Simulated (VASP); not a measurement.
# Cu (Fd-3m) in VASP: a series of runs

Cu is run at these levels: PBEsol; tasks: single point.

All numbers are computed with VASP 6.6.1; they aren't measurements. Logs are shortened: lines on timing, memory, paths and dates and some standing lists are left out, and cuts for length are marked.

### 1 The cell of the first run

Symmetry: Fd-3m, No. 227, cubic system. Conventional cell: a = 4.093 Å, b = 4.093 Å, c = 4.093 Å, α = 90.00°, β = 90.00°, γ = 90.00°. Cu (site symmetry -43m) has 4 Cu at 1.77 Å within 2.4 Å.

### 2 Single point, PBEsol

INCAR reads:

```
ALGO = Normal
EDIFF = 1E-6
ENCUT = 520
GGA = PS
ISIF = 2
ISMEAR = -1
LASPH = T
LCHARG = T
LELF = T
LREAL = F
LVHAR = T
LWAVE = F
NBANDS = 18
NELM = 60
PREC = Accurate
SIGMA = 0.08
```

KPOINTS reads:

```
k-points
0
Gamma
  16 16 16
```

POSCAR reads:

```
Cu
1.0
    0.0000000000      2.0463066886      2.0463066886
    2.0463066886      0.0000000000      2.0463066886
    2.0463066886      2.0463066886      0.0000000000
Cu
2
Direct
   -0.1250000000     -0.1250000000     -0.1250000000
    0.1250000000      0.1250000000      0.1250000000
```

Potentials or basis: VASP PAW PBE potentials, release 64 (Cu).

Started as:

```console
cat potpaw_PBE.64/Cu/POTCAR > POTCAR
mpirun -np 1 vasp_std > vasp.out
```

OUTCAR:

```text
EDIFF = 1E-6
   ENCUT = 520
   GGA = PS
   ISIF = 2
   ISMEAR = -1
   LASPH = T
   LREAL = F
   NELM = 60
   PREC = Accurate

 ion  position               nearest neighbor table
   1  0.875  0.875  0.875-   2 1.77   2 1.77   2 1.77   2 1.77
   2  0.125  0.125  0.125-   1 1.77   1 1.77   1 1.77   1 1.77

  LATTYP: Found a face centered cubic cell.
 ALAT       =     4.0926133772

  Lattice vectors:

 A1 = (   0.0000000000,   2.0463066886,   2.0463066886)
 A2 = (   2.0463066886,   0.0000000000,   2.0463066886)
 A3 = (   2.0463066886,   2.0463066886,   0.0000000000)

Analysis of symmetry for initial positions (statically):
=====================================================================
 Subroutine PRICEL returns:
 Original cell was already a primitive cell.

 Routine SETGRP: Setting up the symmetry group for a
 face centered cubic supercell.

 Subroutine GETGRP returns: Found 48 space group operations
 (whereof 12 operations were pure point group operations)
 out of a pool of 48 trial point group operations.

The static configuration has the point symmetry D_3d.
 The point group associated with its full space group is O_h .

Analysis of symmetry for dynamics (positions and initial velocities):
=====================================================================
 Subroutine PRICEL returns:
 Original cell was already a primitive cell.

 Routine SETGRP: Setting up the symmetry group for a
 face centered cubic supercell.

 Subroutine GETGRP returns: Found 48 space group operations
 (whereof 12 operations were pure point group operations)
 out of a pool of 48 trial point group operations.

The dynamic configuration has the point symmetry D_3d.
 The point group associated with its full space group is O_h .

 Subroutine INISYM returns: Found 48 space group operations
 (whereof 12 operations are pure point group operations),
 and found     1 'primitive' translations

----------------------------------------------------------------------------------------

                                     Primitive cell

  volume of cell :      17.1373

  direct lattice vectors                    reciprocal lattice vectors
     0.000000000  2.046306689  2.046306689    -0.244342650  0.244342650  0.244342650
[... 75 lines left out ...]
   NGXF,Y,Z  is equivalent  to a cutoff of  27.57, 27.57, 27.57 a.u.
 SYSTEM =  unknown system
   PREC   = accura    normal or accurate (medium, high low for compatibility)
   ISTART =      0    job   : 0-new  1-cont  2-samecut
   ICHARG =      2    charge: 1-file 2-atom 10-const
   ISPIN  =      1    spin polarized calculation?
   LNONCOLLINEAR =      F non collinear calculations
   LSORBIT =      F    spin-orbit coupling
   LASPH  =      T    aspherical Exc in radial PAW
   ENCUT  =  520.0 eV  38.22 Ry    6.18 a.u.   5.38  5.38  5.38*2*pi/ulx,y,z
   NELM   =     60;   NELMIN=  2; NELMDL= -5     # of ELM steps
   EDIFF  = 0.1E-05   stopping-criterion for ELM
   LREAL  =      F    real-space projection
   EDIFFG = 0.1E-04   stopping-criterion for IOM
   NSW    =      0    number of steps for IOM
   IBRION =     -1    ionic relax: 0-MD 1-quasi-New 2-CG
   NFREE  =      0    steps in history (QN), initial steepest desc. (CG)
   ISIF   =      2    stress and relaxation
   ISYM   =      2    0-nonsym 1-usesym 2-fastsym
   POTIM  = 0.5000    time-step for ionic-motion
   TEBEG  =    0.0;   TEEND  =   0.0 temperature during run
   PSTRESS=    0.0 pullay stress
   NELECT =      22.0000    total number of electrons
   NUPDOWN=      -1.0000    fix difference up-down
   EMIN   =  10.00;   EMAX   =-10.00  energy-range for DOS
   EFERMI =   0.00;   METHOD = LEGACY
   ISMEAR =    -1;   SIGMA  =   0.08  broadening in eV -4-tet -1-fermi 0-gaus
   EFERMI_NEDOS =   21; number of points for ismear=-14 and -15
   IALGO  =     38    algorithm
   IMIX   =      4    mixing-type and parameters
     AMIX     =   0.40;   BMIX     =  1.00
     AMIX_MAG =   1.60;   BMIX_MAG =  1.00
  volume/ion in A,a.u.               =       8.57        57.82
  Fermi-wavevector in a.u.,A,eV,Ry     =   1.779242  3.362280 43.071988  3.165702
  Thomas-Fermi vector in A             =   2.844274
   LORBIT       =      0    0 simple, 1 ext, 2 COOP (PROOUT), +10 PAW based schemes
   GGA     = PS    functional components
   LHFCALC =     F    Hartree Fock is set to
   AEXX    =    0.0000 exact exchange contribution
   IVDW    =     0    specifies the selected vdW correction
   LEPSILON=     F    determine dielectric tensor
   LRPA    =     F    only Hartree local field effects (RPA)
 non-spin polarized calculation
  energy-cutoff  :      520.00
  volume of cell :       17.14
 maximum number of plane-waves:       477
 NGX is ok and might be reduce to    24
   NGX = 11   NGY = 11   NGZ = 11

 number of electron      22.0000021 magnetization

 Free energy of the ion-electron system (eV)
  ---------------------------------------------------
  ext. energy  EPLUGINS =         0.00000000
  ---------------------------------------------------
  free energy    TOTEN  =         2.37211733 eV

  energy without entropy =        2.38314808  energy(sigma->0) =        2.37763270

 E-fermi :  13.1614     XC(G=0): -14.6153

 val. band max:       13.1489352574   @ k =  -0.4375   0.1875   0.0625
 cond. band min:      13.1818477139   @ k =  -0.4375   0.1250   0.0000
 fundamental gap:      0.0329124565
 Fermi energy:        13.1614351437

 k-point     1 :       0.0000    0.0000    0.0000
  band No.  band energies     occupation
      1       0.5925      2.00000
      2       5.2157      2.00000
      3       5.2157      2.00000
      4       5.7460      2.00000
      5       5.7460      2.00000
      6       5.7460      2.00000
[... 481 lines left out ...]
      5       5.8732      2.00000
      6       6.0393      2.00000
[... 10 lines left out ...]
     17      31.9632      0.00000
     18      33.7564      0.00000

 [... further k-points ...]
[... 5 lines left out ...]
  --------------------------------------------------------------------------------------
  -------------------------------------------------------------------------------------
  Total       31.6695133     31.6695133     31.6695133     -0.0000000      0.0000000      0.0000000
  in kB     2960.8049966   2960.8049966   2960.8049966     -0.0000000      0.0000000      0.0000000
  external PRESSURE =    2960.8049966 kB  Pullay stress =       0.0000000 kB

 VOLUME and BASIS-vectors are now :
 -----------------------------------------------------------------------------
  energy-cutoff  :      520.00
  volume of cell :       17.14
      direct lattice vectors                 reciprocal lattice vectors
     0.000000000  2.046306689  2.046306689    -0.244342650  0.244342650  0.244342650
     2.046306689  0.000000000  2.046306689     0.244342650 -0.244342650  0.244342650
     2.046306689  2.046306689  0.000000000     0.244342650  0.244342650 -0.244342650

 POSITION                                       TOTAL-FORCE (eV/Angst)
 -----------------------------------------------------------------------------------
      3.58104      3.58104      3.58104         0.000000     -0.000000     -0.000000
      0.51158      0.51158      0.51158        -0.000000      0.000000      0.000000
 -----------------------------------------------------------------------------------
    total drift:                                0.000000      0.000000      0.000000

  FREE ENERGIE OF THE ION-ELECTRON SYSTEM (eV)
  ---------------------------------------------------
  free  energy   TOTEN  =         2.3721173306 eV

  energy  without entropy=        2.3831480791  energy(sigma->0) =        2.37763270
```

OSZICAR:

```text
N       E                     dE             d eps       ncg     rms          rms(c)
DAV:   1     0.127957043896E+03    0.12796E+03   -0.10482E+04  5894   0.240E+03
DAV:   2     0.828084666963E+01   -0.11968E+03   -0.11413E+03  5234   0.310E+02
DAV:   3     0.127966015419E+01   -0.70012E+01   -0.69131E+01  5584   0.948E+01
DAV:   4     0.119749815120E+01   -0.82162E-01   -0.82113E-01  5894   0.104E+01
DAV:   5     0.119604733256E+01   -0.14508E-02   -0.14508E-02  6112   0.136E+00    0.857E+00
DAV:   6     0.209510538809E+01    0.89906E+00   -0.33011E+00  6332   0.508E+01    0.724E-01
DAV:   7     0.228849685360E+01    0.19339E+00   -0.43168E-01  6800   0.175E+01    0.158E+00
DAV:   8     0.237156413021E+01    0.83067E-01   -0.26336E-02  9008   0.303E+00    0.122E-01
DAV:   9     0.237213047991E+01    0.56635E-03   -0.12214E-03  7050   0.407E-01    0.444E-02
DAV:  10     0.237209552607E+01   -0.34954E-04   -0.43277E-05  7476   0.112E-01    0.238E-02
DAV:  11     0.237211738248E+01    0.21856E-04   -0.56753E-06  6100   0.645E-02    0.278E-03
DAV:  12     0.237211733057E+01   -0.51912E-07   -0.89435E-07  3546   0.102E-02
   1 F= 0.23721173E+01 E0= 0.23776327E+01  d E =-.110307E-01
```

stdout:

```text
POSCAR found type information on POSCAR Cu
 POSCAR found :  1 types and       2 ions
 scaLAPACK will be used
 -----------------------------------------------------------------------------
|                                                                             |
|                                                                             |
|     You enforced a specific xc type in the INCAR file but a different       |
|     I HOPE YOU KNOW WHAT YOU ARE DOING!                                     |
|                                                                             |
 -----------------------------------------------------------------------------

 LDA part: xc-table for (Slater+PW92), standard interpolation
 POSCAR, INCAR and KPOINTS ok, starting setup
 FFT: planning ... GRIDC
 FFT: planning ... GRID_SOFT
 FFT: planning ... GRID
 WAVECAR not read
 entering main loop
```

Wall time 1.8 min (1 thread of AMD EPYC 7R13, shared host); peak memory 0.13 GiB.

Results:

| Property | Result |
| --- | --- |
| Free energy | 2.3721 eV |
| Pressure | 296.1 GPa |
| Band gap on the k mesh | zero (band 11 reaches 14.68 eV, above the bottom of band 12 at 13.07 eV) |

Caveat: the PAW data sets were made with another functional, which shifts forces and pressure a little.

### 3 Single point, PBEsol

This run uses another cell than the first one, of 8.61 Å³/atom, 1.005 times its volume.

INCAR reads:

```
PREC     = Accurate       # precision mode
ENCUT    = 520            # plane-wave cutoff, eV
EDIFF    = 1E-6           # SCF threshold, eV
ISMEAR   = -1             # smearing method
SIGMA    = 0.08           # smearing width, eV
LREAL    = F              # projectors in reciprocal space
LASPH    = T              # aspherical terms in the spheres
NELM     = 60             # most SCF steps
ALGO     = Normal         # electronic algorithm
ISIF     = 2              # what is computed and relaxed
LWAVE    = F              # write WAVECAR
LCHARG   = F              # write CHGCAR
GGA      = PS             # functional
NBANDS   = 18             # bands
```

KPOINTS reads:

```
Automatic mesh
0
Gamma
  16 16 16
```

POSCAR reads:

```
Cu
1.0
    0.0000000000      2.0497590749      2.0497590749
    2.0497590749      0.0000000000      2.0497590749
    2.0497590749      2.0497590749      0.0000000000
Cu
2
Direct
   -0.1250000000     -0.1250000000     -0.1250000000
    0.1250000000      0.1250000000      0.1250000000
```

Potentials or basis: VASP PAW PBE potentials, release 64 (Cu).

Started as:

```console
cat potpaw_PBE.64/Cu/POTCAR > POTCAR
mpirun -np 1 vasp_std > vasp.out
```

OUTCAR:

```text
PREC = Accurate
   ENCUT = 520
   EDIFF = 1E-6
   ISMEAR = -1
   LREAL = F
   LASPH = T
   NELM = 60
   ISIF = 2
   GGA = PS

 ion  position               nearest neighbor table
   1  0.875  0.875  0.875-   2 1.78   2 1.78   2 1.78   2 1.78
   2  0.125  0.125  0.125-   1 1.78   1 1.78   1 1.78   1 1.78

  LATTYP: Found a face centered cubic cell.
 ALAT       =     4.0995181498

  Lattice vectors:

 A1 = (   0.0000000000,   2.0497590749,   2.0497590749)
 A2 = (   2.0497590749,   0.0000000000,   2.0497590749)
 A3 = (   2.0497590749,   2.0497590749,   0.0000000000)

Analysis of symmetry for initial positions (statically):
=====================================================================
 Subroutine PRICEL returns:
 Original cell was already a primitive cell.

 Routine SETGRP: Setting up the symmetry group for a
 face centered cubic supercell.

 Subroutine GETGRP returns: Found 48 space group operations
 (whereof 12 operations were pure point group operations)
[... 153 lines left out ...]
 NGX is ok and might be reduce to    24
   NGX = 11   NGY = 11   NGZ = 11

 number of electron      22.0000019 magnetization

 Free energy of the ion-electron system (eV)
  ---------------------------------------------------
  ext. energy  EPLUGINS =         0.00000000
  ---------------------------------------------------
  free energy    TOTEN  =         2.21294728 eV

  energy without entropy =        2.22402524  energy(sigma->0) =        2.21848626

 E-fermi :  13.0584     XC(G=0): -14.5823

 val. band max:       13.0446513734   @ k =  -0.4375   0.1875   0.0625
 cond. band min:      13.0771182238   @ k =  -0.4375   0.1250   0.0000
 fundamental gap:      0.0324668504
 Fermi energy:        13.0583982582

 k-point     1 :       0.0000    0.0000    0.0000
  band No.  band energies     occupation
      1       0.5454      2.00000
      2       5.1657      2.00000
      3       5.1657      2.00000
      4       5.6871      2.00000
      5       5.6871      2.00000
      6       5.6871      2.00000
[... 481 lines left out ...]
      5       5.8141      2.00000
      6       5.9792      2.00000
[... 10 lines left out ...]
     17      31.8154      0.00000
     18      33.5950      0.00000

 [... further k-points ...]
[... 5 lines left out ...]
  --------------------------------------------------------------------------------------
  -------------------------------------------------------------------------------------
  Total       31.2632586     31.2632586     31.2632586      0.0000000     -0.0000000     -0.0000000
  in kB     2908.0801735   2908.0801735   2908.0801735      0.0000000     -0.0000000     -0.0000000
  external PRESSURE =    2908.0801735 kB  Pullay stress =       0.0000000 kB

 VOLUME and BASIS-vectors are now :
 -----------------------------------------------------------------------------
  energy-cutoff  :      520.00
  volume of cell :       17.22
      direct lattice vectors                 reciprocal lattice vectors
     0.000000000  2.049759075  2.049759075    -0.243931107  0.243931107  0.243931107
     2.049759075  0.000000000  2.049759075     0.243931107 -0.243931107  0.243931107
     2.049759075  2.049759075  0.000000000     0.243931107  0.243931107 -0.243931107

 POSITION                                       TOTAL-FORCE (eV/Angst)
 -----------------------------------------------------------------------------------
      3.58708      3.58708      3.58708        -0.000000     -0.000000     -0.000000
      0.51244      0.51244      0.51244         0.000000      0.000000      0.000000
 -----------------------------------------------------------------------------------
    total drift:                                0.000000      0.000000      0.000000

  FREE ENERGIE OF THE ION-ELECTRON SYSTEM (eV)
  ---------------------------------------------------
  free  energy   TOTEN  =         2.2129472764 eV

  energy  without entropy=        2.2240252367  energy(sigma->0) =        2.21848626
```

stdout:

```text
POSCAR found type information on POSCAR Cu
 POSCAR found :  1 types and       2 ions
 scaLAPACK will be used
 -----------------------------------------------------------------------------
|                                                                             |
|                                                                             |
|     You enforced a specific xc type in the INCAR file but a different       |
|     I HOPE YOU KNOW WHAT YOU ARE DOING!                                     |
|                                                                             |
 -----------------------------------------------------------------------------

 LDA part: xc-table for (Slater+PW92), standard interpolation
 POSCAR, INCAR and KPOINTS ok, starting setup
 FFT: planning ... GRIDC
 FFT: planning ... GRID_SOFT
 FFT: planning ... GRID
 WAVECAR not read
 entering main loop
```

Run time: 1.7 min. Hardware: 1 thread of AMD EPYC 7R13, shared host; peak memory 0.13 GiB.

What came out:

- Free energy: 2.2129 eV
- Pressure: 290.8 GPa
- Band gap on the k mesh: zero (band 11 reaches 14.57 eV, above the bottom of band 12 at 12.97 eV)

Caveat: the PAW data sets were made with another functional, which shifts forces and pressure a little.
